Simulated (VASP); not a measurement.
TaN:

```
Ta N
1.0
     0.00000    2.20863    2.20863
     2.20863    0.00000    2.20863
     2.20863    2.20863    0.00000
Ta N
1 1
Direct
  0.50000 0.50000 0.50000
  0.00000 0.00000 0.00000
```

- Program: VASP 6.6.1
- Task: relaxation of cell and atoms
- Functional: PBE
- Dispersion: D3(BJ)
- Potentials or basis: VASP PAW PBE potentials, release 64 (Ta_pv, N)
- Cutoff: 600 eV
- k mesh: 16 × 16 × 16
- Occupations: gaussian, width 0.1 eV
- Spin: no spin polarisation

At the start: pressure -6.6 GPa; volume 10.77 Å³/atom.

How do energy, volume and symmetry change on relaxing?

Over 3 steps the energy falls by 4.4 meV/atom and the volume is 10.57 Å³/atom (-1.9 %); space group Fm-3m (No. 225, to 0.05 Å).

The path:
```csv
step,energy change (eV),largest force (eV/Å),pressure (GPa),volume (Å³)
1,0.0000,0.0000,-6.57,21.55
2,0.0394,0.0000,17.35,20.20
3,-0.0088,0.0000,-0.07,21.13
```

Final structure:
```cif
data_structure
_symmetry_space_group_name_H-M 'P 1'
_symmetry_Int_Tables_number 1
_cell_length_a 3.1033
_cell_length_b 3.1033
_cell_length_c 3.1033
_cell_angle_alpha 60.000
_cell_angle_beta 60.000
_cell_angle_gamma 60.000
_cell_volume 21.13
loop_
_atom_site_label
_atom_site_type_symbol
_atom_site_fract_x
_atom_site_fract_y
_atom_site_fract_z
_atom_site_occupancy
Ta1 Ta 0.50000 0.50000 0.50000 1
N1 N 0.00000 0.00000 0.00000 1
```

Caveat: pairwise dispersion overbinds metals, which lowers pressure and volume.
